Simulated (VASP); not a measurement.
# CdS in VASP: a series of runs

Runs on CdS. Level: PBE. Tasks: single point.

Everything below comes from runs of VASP 6.6.1. Logs are shortened: lines on timing, memory, paths and dates and some standing lists are left out, and cuts for length are marked.

## (1) The cell of the first run

Symmetry: I-4m2, No. 119, tetragonal system. Conventional cell: a = 4.079 Å, b = 4.079 Å, c = 5.886 Å, α = 90.00°, β = 90.00°, γ = 90.00°. Cd (site symmetry -4m2) has 4 S at 2.51 Å within 3.3 Å. Within 3.3 Å of S (site symmetry -4m2) lie 4 Cd at 2.51 Å.

## (2) Single point, PBE (equal xx and yy strain of -2 %)

The input, INCAR:

```
SYSTEM = CdS
PREC = Accurate ; ENCUT = 520
EDIFF = 1E-6 ; ISMEAR = -1
SIGMA = 0.02 ; LREAL = .False.
LASPH = .True. ; NELM = 80
ALGO = Normal ; ISIF = 2
LWAVE = .False. ; LCHARG = .True.
GGA = PE ; LELF = .True.
LVHAR = .True. ; NBANDS = 16
```

The input, KPOINTS:

```
Automatic mesh
0
Gamma
  7 7 7
  0 0 0
```

The input, POSCAR:

```
CdS
1.0
    0.0000000000      2.8840943956      2.9429534649
    2.8840943956      0.0000000000      2.9429534649
    2.8840943956      2.8840943956      0.0000000000
Cd S
1 1
Direct
    0.0000000000      0.0000000000      0.0000000000
    0.7500000000      0.7500000000      0.7500000000
```

Potentials or basis: VASP PAW PBE potentials, release 64 (Cd, S).

On the command line:

```
> cat potpaw_PBE.64/Cd/POTCAR potpaw_PBE.64/S/POTCAR > POTCAR
> mpirun -np 1 vasp_std > vasp.out
```

OUTCAR:

```text
SYSTEM = CdS
   PREC = Accurate
   ENCUT = 520
   EDIFF = 1E-6
   ISMEAR = -1
   LREAL = .False.
   LASPH = .True.
   NELM = 80
   ISIF = 2
   GGA = PE

 ion  position               nearest neighbor table
   1  0.000  0.000  0.000-   2 2.51   2 2.51   2 2.51   2 2.51
   2  0.750  0.750  0.750-   1 2.51   1 2.51   1 2.51   1 2.51

  LATTYP: Found a body centered tetragonal cell.
 ALAT       =     4.0787254094
 C/A-ratio  =     1.4430750636

  Lattice vectors:

 A1 = (  -2.8840943956,   0.0000000000,   2.9429534649)
 A2 = (   2.8840943956,   0.0000000000,   2.9429534649)
 A3 = (   0.0000000000,   2.8840943956,  -2.9429534649)

Analysis of symmetry for initial positions (statically):
=====================================================================
 Subroutine PRICEL returns:
 Original cell was already a primitive cell.

 Routine SETGRP: Setting up the symmetry group for a
 body centered tetragonal supercell.

 Subroutine GETGRP returns: Found  8 space group operations
 (whereof  8 operations were pure point group operations)
 out of a pool of 16 trial point group operations.

The static configuration has the point symmetry D_2d.

Analysis of symmetry for dynamics (positions and initial velocities):
=====================================================================
 Subroutine PRICEL returns:
 Original cell was already a primitive cell.

 Routine SETGRP: Setting up the symmetry group for a
 body centered tetragonal supercell.

 Subroutine GETGRP returns: Found  8 space group operations
 (whereof  8 operations were pure point group operations)
 out of a pool of 16 trial point group operations.

The dynamic configuration has the point symmetry D_2d.

 Subroutine INISYM returns: Found  8 space group operations
 (whereof  8 operations are pure point group operations),
 and found     1 'primitive' translations

----------------------------------------------------------------------------------------

                                     Primitive cell

  volume of cell :      48.9590

  direct lattice vectors                    reciprocal lattice vectors
     0.000000000  2.884094396  2.942953465    -0.173364645  0.173364645  0.169897352
     2.884094396  0.000000000  2.942953465     0.173364645 -0.173364645  0.169897352
     2.884094396  2.884094396  0.000000000     0.173364645  0.173364645 -0.169897352

  length of vectors
     4.120555251  4.120555251  4.078725409     0.298287965  0.298287965  0.298287965

  position of ions in fractional coordinates (direct lattice)
     0.000000000  0.000000000  0.000000000
     0.750000000  0.750000000  0.750000000

  ion indices of the primitive-cell ions
   primitive index   ion index
                 1           1
                 2           2

----------------------------------------------------------------------------------------

 KPOINTS: Automatic mesh

Automatic generation of k-mesh.
 Grid dimensions read from file:
 generate k-points for:    7    7    7

 Generating k-lattice:

  Cartesian coordinates                     Fractional coordinates (reciprocal lattice)
    -0.024766378  0.024766378  0.024271050     0.142857143  0.000000000  0.000000000
     0.024766378 -0.024766378  0.024271050     0.000000000  0.142857143  0.000000000
     0.024766378  0.024766378 -0.024271050     0.000000000  0.000000000  0.142857143

  Length of vectors
     0.042612566  0.042612566  0.042612566

  Shift w.r.t. Gamma in fractional coordinates (k-lattice)
     0.000000000  0.000000000  0.000000000

 Subroutine IBZKPT returns following result:
 ===========================================

 Found     40 irreducible k-points:

 Following reciprocal coordinates:
            Coordinates               Weight
  0.000000  0.000000  0.000000      1.000000
  0.142857  0.000000  0.000000      8.000000
  0.285714  0.000000  0.000000      8.000000
  0.428571 -0.000000  0.000000      8.000000
  0.142857  0.142857  0.000000      2.000000
  0.285714  0.142857  0.000000      8.000000
[... 16 lines left out ...]
  0.428571  0.285714  0.142857      8.000000
 -0.428571  0.285714  0.142857     16.000000
 [... further k-points ...]
   k-points           NKPTS =     40   k-points in BZ     NKDIM =     40   number of bands    NBANDS=     16
   number of dos      NEDOS =    301   number of ions     NIONS =      2
   total plane-waves  NPLWV =  30720
   dimension x,y,z NGX =    32 NGY =   32 NGZ =   30
   dimension x,y,z NGXF=    64 NGYF=   64 NGZF=   60
   ions per type =               1   1
   NGX,Y,Z   is equivalent  to a cutoff of  12.91, 12.91, 12.23 a.u.
   NGXF,Y,Z  is equivalent  to a cutoff of  25.82, 25.82, 24.46 a.u.
 SYSTEM =  CdS
   PREC   = accura    normal or accurate (medium, high low for compatibility)
   ISTART =      0    job   : 0-new  1-cont  2-samecut
   ICHARG =      2    charge: 1-file 2-atom 10-const
   ISPIN  =      1    spin polarized calculation?
   LNONCOLLINEAR =      F non collinear calculations
[... 103 lines left out ...]
  band No.  band energies     occupation
      1     -10.9143      2.00000
      2      -6.2981      2.00000
      3      -6.2845      2.00000
      4      -6.2845      2.00000
      5      -5.8762      2.00000
      6      -5.8298      2.00000
[... 8 lines left out ...]
     15      13.1871      0.00000
     16      14.4256      0.00000

 k-point     6 :       0.2857    0.1429    0.0000
  band No.  band energies     occupation
      1     -10.7645      2.00000
      2      -6.2547      2.00000
      3      -6.2195      2.00000
      4      -6.1039      2.00000
      5      -5.8707      2.00000
      6      -5.8158      2.00000
[... 8 lines left out ...]
     15      13.1061      0.00000
     16      14.3246      0.00000

 k-point     7 :       0.4286    0.1429    0.0000
  band No.  band energies     occupation
      1     -10.6040      2.00000
      2      -6.2199      2.00000
      3      -6.1768      2.00000
      4      -5.8953      2.00000
      5      -5.8053      2.00000
      6      -5.6363      2.00000
[... 8 lines left out ...]
     15      13.8616      0.00000
     16      13.8789      0.00000

 k-point     8 :      -0.4286    0.1429    0.0000
  band No.  band energies     occupation
      1     -10.5534      2.00000
      2      -6.2100      2.00000
      3      -6.1764      2.00000
      4      -5.8413      2.00000
      5      -5.8235      2.00000
      6      -5.4104      2.00000
[... 8 lines left out ...]
     15      13.3228      0.00000
     16      13.9750      0.00000

 k-point     9 :      -0.2857    0.1429    0.0000
  band No.  band energies     occupation
      1     -10.6490      2.00000
      2      -6.2208      2.00000
      3      -6.2146      2.00000
      4      -5.8999      2.00000
      5      -5.8599      2.00000
      6      -5.7141      2.00000
[... 8 lines left out ...]
     15      13.4979      0.00000
     16      14.0382      0.00000
[... 172 lines left out ...]
 k-point    19 :       0.4286   -0.0000    0.1429
  band No.  band energies     occupation
      1     -10.6002      2.00000
      2      -6.2147      2.00000
      3      -6.1837      2.00000
      4      -5.9079      2.00000
      5      -5.8017      2.00000
      6      -5.6180      2.00000
[... 8 lines left out ...]
     15      13.8549      0.00000
     16      14.0220      0.00000

 k-point    20 :      -0.4286    0.0000    0.1429
  band No.  band energies     occupation
      1     -10.5526      2.00000
      2      -6.2036      2.00000
      3      -6.1825      2.00000
      4      -5.8476      2.00000
      5      -5.8179      2.00000
      6      -5.4111      2.00000
[... 8 lines left out ...]
     15      13.3331      0.00000
     16      14.0520      0.00000

 k-point    21 :      -0.2857   -0.0000    0.1429
  band No.  band energies     occupation
      1     -10.6509      2.00000
      2      -6.2249      2.00000
      3      -6.2083      2.00000
      4      -5.8887      2.00000
      5      -5.8569      2.00000
      6      -5.7366      2.00000
[... 8 lines left out ...]
     15      13.5601      0.00000
     16      14.0570      0.00000

 k-point    22 :      -0.1429   -0.0000    0.1429
  band No.  band energies     occupation
      1     -10.8234      2.00000
      2      -6.2860      2.00000
      3      -6.2551      2.00000
      4      -6.1550      2.00000
      5      -5.8688      2.00000
      6      -5.8277      2.00000
[... 8 lines left out ...]
     15      12.4833      0.00000
     16      14.7659      0.00000

 k-point    23 :       0.4286    0.2857    0.1429
  band No.  band energies     occupation
      1     -10.6284      2.00000
      2      -6.1902      2.00000
      3      -6.1674      2.00000
      4      -5.9738      2.00000
      5      -5.8224      2.00000
      6      -5.7313      2.00000
[... 8 lines left out ...]
     15      13.9790      0.00000
     16      15.4461      0.00000

 k-point    24 :      -0.4286    0.2857    0.1429
  band No.  band energies     occupation
      1     -10.5194      2.00000
      2      -6.1673      2.00000
      3      -6.1272      2.00000
      4      -5.8967      2.00000
      5      -5.8221      2.00000
      6      -5.3984      2.00000
[... 8 lines left out ...]
     15      13.7296      0.00000
     16      14.8836      0.00000

 [... further k-points ...]
[... 5 lines left out ...]
  --------------------------------------------------------------------------------------
  -------------------------------------------------------------------------------------
  Total        1.2930579      1.2930579      1.1938454      0.0000000      0.0000000      0.0000000
  in kB       42.3151834     42.3151834     39.0684657      0.0000000      0.0000000      0.0000000
  external PRESSURE =      41.2329442 kB  Pullay stress =       0.0000000 kB

 VOLUME and BASIS-vectors are now :
 -----------------------------------------------------------------------------
  energy-cutoff  :      520.00
  volume of cell :       48.96
      direct lattice vectors                 reciprocal lattice vectors
     0.000000000  2.884094396  2.942953465    -0.173364645  0.173364645  0.169897352
     2.884094396  0.000000000  2.942953465     0.173364645 -0.173364645  0.169897352
     2.884094396  2.884094396  0.000000000     0.173364645  0.173364645 -0.169897352

 POSITION                                       TOTAL-FORCE (eV/Angst)
 -----------------------------------------------------------------------------------
      0.00000      0.00000      0.00000         0.000000      0.000000     -0.000000
      4.32614      4.32614      4.41443        -0.000000     -0.000000      0.000000
 -----------------------------------------------------------------------------------
    total drift:                               -0.000001     -0.000001      0.000002

  FREE ENERGIE OF THE ION-ELECTRON SYSTEM (eV)
  ---------------------------------------------------
  free  energy   TOTEN  =        -6.1049669754 eV

  energy  without entropy=       -6.1049669754  energy(sigma->0) =       -6.10496698
```

Run time: 25 s. Hardware: 1 thread of Intel Xeon Platinum 8488C (Sapphire Rapids), shared host; peak memory 0.19 GiB.

What came out:

| Property | Result |
| --- | --- |
| Free energy | -6.1050 eV |
| Pressure | 4.1 GPa |
| Band gap on the k mesh | 1.16 eV, direct |

Stress tensor (GPa, compression positive):
```
4.23 0.00 0.00
0.00 4.23 0.00
0.00 0.00 3.91
```

Caveat: the cell differs from its parent crystal (equal xx and yy strain of -2 %).

## (3) Single point, PBE (equal xx and yy strain of +1 %)

The input, INCAR:

```
SYSTEM = CdS
ALGO = Normal
EDIFF = 1E-6
ENCUT = 520
GGA = PE
ISIF = 2
ISMEAR = -1
LASPH = .True.
LCHARG = .False.
LREAL = .False.
LWAVE = .False.
NBANDS = 16
NELM = 80
PREC = Accurate
SIGMA = 0.02
```

The input, KPOINTS:

```
k-points
0
Gamma
  7 7 7
  0 0 0
```

The input, POSCAR:

```
CdS
1.0
    0.0000000000      2.9723829996      2.9429534649
    2.9723829996      0.0000000000      2.9429534649
    2.9723829996      2.9723829996      0.0000000000
Cd S
1 1
Direct
    0.0000000000      0.0000000000      0.0000000000
    0.7500000000      0.7500000000      0.7500000000
```

Potentials or basis: VASP PAW PBE potentials, release 64 (Cd, S).

On the command line:

```
> cat potpaw_PBE.64/Cd/POTCAR potpaw_PBE.64/S/POTCAR > POTCAR
> mpirun -np 1 vasp_std > vasp.out
```

Run time: 18 s. Hardware: 1 thread of Intel Xeon Platinum 8488C (Sapphire Rapids), shared host; peak memory 0.18 GiB.

The run converged. Its results:

- Free energy: -6.1464 eV
- Pressure: 0.3 GPa
- Band gap on the k mesh: 1.03 eV, direct

Stress tensor (GPa, compression positive):
```
0.26 0.00 0.00
0.00 0.26 0.00
0.00 0.00 0.45
```

Levels at points of the mesh, in eV from the valence-band top:
| k point | band 7 | band 8 | band 9 | band 10 | band 11 | band 12 |
| --- | --- | --- | --- | --- | --- | --- |
| (0.00, 0.00, 0.00) | -0.03 | -0.03 | 0.00 | 1.03 | 6.53 | 6.53 |

Caveat: the cell differs from its parent crystal (equal xx and yy strain of +1 %).

## (4) Single point, PBE (equal xx and yy strain of +3 %)

The input, INCAR:

```
PREC = Accurate
ENCUT = 520
EDIFF = 1E-6
ISMEAR = -1
SIGMA = 0.02
LREAL = F
LASPH = T
NELM = 60
ALGO = Normal
ISIF = 2
LWAVE = F
LCHARG = F
GGA = PE
NBANDS = 16
```

The input, KPOINTS:

```
regular mesh
0
Gamma
  7 7 7
```

The input, POSCAR:

```
CdS
1.0
    0.0000000000      3.0312420688      2.9429534649
    3.0312420688      0.0000000000      2.9429534649
    3.0312420688      3.0312420688      0.0000000000
Cd S
1 1
Direct
    0.0000000000      0.0000000000      0.0000000000
    0.7500000000      0.7500000000      0.7500000000
```

On the command line:

```
> cat potpaw_PBE.64/Cd/POTCAR potpaw_PBE.64/S/POTCAR > POTCAR
> mpirun -np 1 vasp_std > vasp.out
```

Wall time 16 s (1 thread of Intel Xeon Platinum 8488C (Sapphire Rapids), shared host); peak memory 0.19 GiB.

It converged, with:

```yaml
Free_energy: -6.1360 eV
Pressure: -1.7 GPa
Band_gap_on_the_k_mesh: 0.90 eV, direct
```

Stress tensor (GPa, compression positive):
```
-1.86  0.00  0.00
 0.00 -1.86  0.00
 0.00  0.00 -1.26
```

Levels at points of the mesh, in eV from the valence-band top:
```tsv
k point	band 5	band 6	band 7	band 8	band 9	band 10	band 11	band 12	band 13	band 14
(0.00, 0.00, 0.00)	-7.14	-7.14	-0.08	-0.08	0.00	0.90	6.50	6.50	6.50	10.90
```

Caveat: the cell differs from its parent crystal (equal xx and yy strain of +3 %).

## (5) Single point, PBE (equal xy, yz and zx shear strains of -3 %)

The input, INCAR:

```
SYSTEM = CdS
ALGO = Normal
EDIFF = 1E-6
ENCUT = 520
GGA = PE
ISIF = 2
ISMEAR = -1
LASPH = .True.
LCHARG = .False.
LREAL = .False.
LWAVE = .False.
NBANDS = 16
NELM = 80
PREC = Accurate
SIGMA = 0.02
```

The input, KPOINTS:

```
k-points
0
Gamma
  7 7 7
  0 0 0
```

The input, POSCAR:

```
CdS
1.0
   -0.0882886040      2.8988091629      2.8988091629
    2.8988091629     -0.0882886040      2.8988091629
    2.8988091629      2.8988091629     -0.0882886040
Cd S
1 1
Direct
    0.0000000000      0.0000000000      0.0000000000
    0.7500000000      0.7500000000      0.7500000000
```

On the command line:

```
> cat potpaw_PBE.64/Cd/POTCAR potpaw_PBE.64/S/POTCAR > POTCAR
> mpirun -np 1 vasp_std > vasp.out
```

It took 24 s on 1 thread of Intel Xeon Platinum 8488C (Sapphire Rapids), shared host; peak memory 0.18 GiB.

The run converged. Its results:

```
Free energy            : -6.1172 eV
Pressure               : 1.7 GPa
Largest force          : 0.384 eV/Å
Band gap on the k mesh : 1.02 eV, direct
```

Forces in eV/Å, atoms in the order of the input:
```
Cd   0.222  0.222  0.222
S   -0.222 -0.222 -0.222
```

Stress tensor (GPa, compression positive):
```
1.73 1.64 1.64
1.64 1.73 1.64
1.64 1.64 1.73
```

Levels at points of the mesh, in eV from the valence-band top:
| k point | band 5 | band 6 | band 7 | band 8 | band 9 | band 10 | band 11 | band 12 | band 13 | band 14 |
| --- | --- | --- | --- | --- | --- | --- | --- | --- | --- | --- |
| (0.00, 0.00, 0.00) | -7.26 | -7.26 | -0.10 | -0.10 | 0.00 | 1.02 | 6.30 | 6.30 | 6.90 | 11.23 |

Caveat: the cell differs from its parent crystal (equal xy, yz and zx shear strains of -3 %).

## (6) Single point, PBE (equal xy, yz and zx shear strains of -1 %)

The input, INCAR:

```
  PREC = Accurate
  ENCUT = 520
  EDIFF = 1E-6
  ISMEAR = -1
  SIGMA = 0.02
  LREAL = F
  LASPH = T
  NELM = 100
  ALGO = Normal
  ISIF = 2
  LWAVE = F
  LCHARG = F
  GGA = PE
  NBANDS = 16
```

The input, KPOINTS:

```
Automatic mesh
0
Gamma
  7 7 7
```

The input, POSCAR:

```
CdS
1.0
   -0.0294295346      2.9282386976      2.9282386976
    2.9282386976     -0.0294295346      2.9282386976
    2.9282386976      2.9282386976     -0.0294295346
Cd S
1 1
Direct
    0.0000000000      0.0000000000      0.0000000000
    0.7500000000      0.7500000000      0.7500000000
```

Potentials or basis: VASP PAW PBE potentials, release 64 (Cd, S).

On the command line:

```
> cat potpaw_PBE.64/Cd/POTCAR potpaw_PBE.64/S/POTCAR > POTCAR
> mpirun -np 1 vasp_std > vasp.out
```

Run time: 18 s. Hardware: 1 thread of Intel Xeon Platinum 8488C (Sapphire Rapids), shared host; peak memory 0.18 GiB.

It converged, with:

```yaml
Free_energy: -6.1382 eV
Pressure: 1.5 GPa
Largest_force: 0.114 eV/Å
Band_gap_on_the_k_mesh: 1.06 eV, direct
```

Forces on the atoms (eV/Å):
```
Cd   0.066  0.066  0.066
S   -0.066 -0.066 -0.066
```

Stress tensor (GPa, compression positive):
```
1.51 0.52 0.52
0.52 1.51 0.52
0.52 0.52 1.51
```

Levels at points of the mesh, in eV from the valence-band top:
| k point | band 6 | band 7 | band 8 | band 9 | band 10 | band 11 | band 12 | band 13 |
| --- | --- | --- | --- | --- | --- | --- | --- | --- |
| (0.00, 0.00, 0.00) | -7.22 | -0.04 | -0.04 | 0.00 | 1.06 | 6.46 | 6.46 | 6.66 |

Caveat: the cell differs from its parent crystal (equal xy, yz and zx shear strains of -1 %).

## (7) The runs side by side

| cell | gap on the mesh (eV) | pressure (GPa) | largest force (eV/Å) |
| --- | --- | --- | --- |
| a = 4.121, b = 4.121, c = 4.079 Å, angles 60.3, 60.3, 59.3°, 2 atoms | 1.16 | 4.1 | - |
| a = 4.183, b = 4.183, c = 4.204 Å, angles 59.8, 59.8, 60.3°, 2 atoms | 1.03 | 0.3 | - |
| a = 4.225, b = 4.225, c = 4.287 Å, angles 59.5, 59.5, 61.0°, 2 atoms | 0.90 | -1.7 | - |
| a = 4.100 Å, angles 62.0°, 2 atoms | 1.02 | 1.7 | 0.38 |
| a = 4.141 Å, angles 60.7°, 2 atoms | 1.06 | 1.5 | 0.11 |

Alike in all rows: task single point; level PBE; potentials or basis VASP PAW PBE potentials, release 64 (Cd, S); no spin polarisation; k mesh 7 × 7 × 7; cutoff (eV) 520; smearing fermi-dirac 0.02 eV.

Absolute energies hang on the potentials; compare differences alone.
